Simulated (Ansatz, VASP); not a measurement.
Si: VASP beside Ansatz

Contents of INCAR:

```
PREC = Accurate
ENCUT = 520
EDIFF = 1E-6
ISMEAR = -1
SIGMA = 0.1
LREAL = False
LASPH = True
NELM = 100
ALGO = Normal
ISIF = 2
LWAVE = False
LCHARG = False
GGA = CA
NBANDS = 16
```

File KPOINTS:

```
Automatic mesh
0
Gamma
  15 15 4
```

Contents of POSCAR:

```
Si
1.0
    2.7189823351      0.0000000000      0.0000000000
   -1.3594911675      2.3547077746      0.0000000000
    0.0000000000      0.0000000000      9.0213836280
Si
4
Direct
    0.0000000000      0.0000000000      1.0000000000
    1.0000000000      0.0000000000      0.5000000000
    0.3333333333      0.6666666667      0.2500000000
    0.6666666667      0.3333333333      0.7500000000
```

Input for Ansatz:

```yaml
crystal:
  lattice:
    - [2.7189823351, 0.0, 0.0]
    - [-1.3594911675, 2.3547077746, 0.0]
    - [0.0, 0.0, 9.021383628]
  atoms:
    - { symbol: Si, position: [0.0, 0.0, 1.0] }
    - { symbol: Si, position: [1.0, 0.0, 0.5] }
    - { symbol: Si, position: [0.3333333333, 0.6666666667, 0.25] }
    - { symbol: Si, position: [0.6666666667, 0.3333333333, 0.75] }
hamiltonian:
  xc: lda
  pseudopotentials:
    kind: paw
    azcp:
      Si: "pseudopotentials/Si.paw.azcp"
basis:
  ecutwfc: 420
  fft_grid_basis: typed
kpoints:
  mp_grid: { grid: [15, 15, 4], shift: [0, 0, 0] }
magnetization:
  spin_polarized: false
scf:
  occupations: { method: fermi_dirac, width: 0.1 }
  lower_state_search: "off"
output:
  stress: true
```

Alike in both runs: task single point; functional LDA; k mesh 15 × 15 × 4; occupations fermi-dirac, width 0.1 eV; no spin polarisation.

|  | VASP | Ansatz |
| --- | --- | --- |
| version | VASP 6.6.1 | Ansatz 0.2.0 |
| potentials or method | VASP PAW LDA potentials, release 64 (Si), cutoff 520 eV | plane waves (420 eV) with PAW, scalar-relativistic |
| valence electrons in the cell | 16 | 16 |

Ansatz gave:

* pressure (GPa): -3.4
* traceless stress, the component that is largest in VASP (GPa): 1.43

Q: Estimate VASP's values.

A: Pressure (GPa): -3.4; traceless stress, the component that is largest in VASP (GPa): 1.44.

Ansatz warns that its potentials were made for another functional, while VASP's fit it. LDA's correlation is that of Perdew and Zunger in VASP and of Perdew and Wang (1992) in Ansatz.
